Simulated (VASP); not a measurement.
Crystal: BeS (lda).

```
Be S
1.0
     0.00000    2.43515    2.43515
     2.43515    0.00000    2.43515
     2.43515    2.43515    0.00000
Be S
1 1
Cartesian
  0.0000 0.0000 0.0000
  1.2176 1.2176 1.2176
```

- Program: VASP 6.6.1
- Task: relaxation of cell and atoms
- Functional: LDA
- Potentials or basis: VASP PAW LDA potentials, release 64 (Be, S)
- Cutoff: 600 eV
- k mesh: 8 × 8 × 8
- Occupations: gaussian, width 0.02 eV
- Spin: no spin polarisation

At the start: pressure -4.2 GPa; volume 14.44 Å³/atom.

**Question.** Where does the relaxation end?

**Answer.** Over 3 steps the energy falls by 8.8 meV/atom and the volume is 13.80 Å³/atom (-4.4 %); space group F-43m (No. 216, to 0.05 Å).

Step by step:
| step | energy change (eV) | largest force (eV/Å) | pressure (GPa) | volume (Å³) |
| --- | --- | --- | --- | --- |
| 1 | 0.0000 | 0.0000 | -4.24 | 28.88 |
| 2 | -0.0166 | 0.0000 | 1.10 | 27.31 |
| 3 | -0.0175 | 0.0000 | 0.01 | 27.60 |

Final structure:
```cif
data_structure
_symmetry_space_group_name_H-M 'P 1'
_symmetry_Int_Tables_number 1
_cell_length_a 3.3922
_cell_length_b 3.3922
_cell_length_c 3.3922
_cell_angle_alpha 60.000
_cell_angle_beta 60.000
_cell_angle_gamma 60.000
_cell_volume 27.60
loop_
_atom_site_label
_atom_site_type_symbol
_atom_site_fract_x
_atom_site_fract_y
_atom_site_fract_z
_atom_site_occupancy
Be1 Be 0.00000 0.00000 0.00000 1
S1 S 0.25000 0.25000 0.25000 1
```
